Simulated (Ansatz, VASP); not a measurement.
**RbRe: VASP beside Ansatz**

```
Rb Re
1.0
     4.13848    0.00000    0.00000
     0.00000    4.13848    0.00000
     0.00000    0.00000    4.13848
Rb Re
1 1
Direct
  0.50000 0.50000 0.50000
  0.00000 0.00000 0.00000
```

Alike in both runs: functional PBE; k mesh 14 × 14 × 14; occupations gaussian, width 0.1 eV; collinear spin.

Ansatz relaxed the structure, and its values are those at the end. VASP's run is a single point on that final structure, the one shown.

|  | VASP | Ansatz |
| --- | --- | --- |
| version | VASP 6.6.1 | Ansatz 0.2.0 |
| potentials or method | VASP PAW PBE potentials, release 64 (Rb_sv, Re), cutoff 520 eV | scalar-relativistic, plane waves, PAW |
| valence electrons in the cell | 16 | 24 |

|  | VASP | Ansatz | Ansatz less VASP |
| --- | --- | --- | --- |
| gap on the k mesh at the Fermi level (eV) | none | none | - |
| pressure (GPa) | 0.0 | 0.0 | 0.00 |
| net moment per atom (μB) | 2.02 | 2.02 | +0.001 |
| size of the moment on the site where the two differ most (μB) | 3.52 | 3.71 | +0.188 |

Site moments also hang on the region over which each program counts them. A gap of «none» marks a metal or a gap that the smearing closes. VASP's potentials hold 16 valence electrons a cell and Ansatz's 24, so a difference there can come from the potentials and not from the codes.

Spin-orbit coupling is off throughout.
